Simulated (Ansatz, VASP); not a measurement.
**HgPt: VASP beside Ansatz**

The input INCAR:

```
SYSTEM = HgPt
  PREC = Accurate
  ENCUT = 520
  EDIFF = 1E-6
  ISMEAR = -1
  SIGMA = 0.03
  LREAL = .FALSE.
  LASPH = .TRUE.
  NELM = 80
  ALGO = Normal
  ISIF = 2
  LWAVE = .FALSE.
  LCHARG = .TRUE.
  GGA = CA
  LELF = .TRUE.
  LVHAR = .TRUE.
  NBANDS = 18
```

File KPOINTS:

```
Automatic mesh
0
G
  12 12 10
  0 0 0
```

POSCAR

```
HgPt
1.0
    3.0007100000      0.0000000000      0.0000000000
    0.0000000000      3.0007100000      0.0000000000
    0.0000000000      0.0000000000      3.8250000000
Hg Pt
1 1
Direct
    0.0000000000      0.0000000000      0.0000000000
    0.5000000000      0.5000000000      0.5000000000
```

Input for Ansatz:

```yaml
crystal:
  lattice:
    - [3.00071, 0.0, 0.0]
    - [0.0, 3.00071, 0.0]
    - [0.0, 0.0, 3.825]
  atoms:
    - { symbol: Hg, position: [0.0, 0.0, 0.0] }
    - { symbol: Pt, position: [0.5, 0.5, 0.5] }
kpoints:
  mp_grid: { grid: [12, 12, 10] }
  band_path:
    path:
      - [0.0, 0.0, 0.0]
      - [0.0, 0.5, 0.0]
      - [0.5, 0.5, 0.0]
      - [0.0, 0.0, 0.0]
      - [0.0, 0.0, 0.5]
      - [0.0, 0.5, 0.5]
      - [0.5, 0.5, 0.5]
      - [0.0, 0.0, 0.5]
      - [0.0, 0.5, 0.0]
    npoints: 5
scf:
  occupations: { method: fermi_dirac, width: 0.03 }
hamiltonian:
  xc: lda
  pseudopotentials: { kind: all_electron, lapw: { basis_error: 0.0005 } }
output:
  forces: true
  stress: true
  eigenvalues: true
```

Change from the starting cell: equal xx and yy strain of +1 %.

Alike in both runs: task single point; functional LDA; k mesh 12 × 12 × 10; occupations fermi-dirac, width 0.03 eV; no spin polarisation.

|  | VASP | Ansatz |
| --- | --- | --- |
| version | VASP 6.6.1 | Ansatz 0.2.0 |
| potentials or method | VASP PAW LDA potentials, release 64 (Hg, Pt), cutoff 520 eV | all-electron LAPW, scalar-relativistic |

```tsv
	VASP	Ansatz	Ansatz less VASP
pressure (GPa)	-3.3	-5.1	-1.84
traceless stress, the component that is largest in VASP (GPa)	0.67	0.59	-0.085
```

LDA's correlation is that of Perdew and Zunger in VASP and of Perdew and Wang (1992) in Ansatz. Ansatz ran all-electron here, and VASP with PAW potentials.

Neither program's run includes spin-orbit coupling.
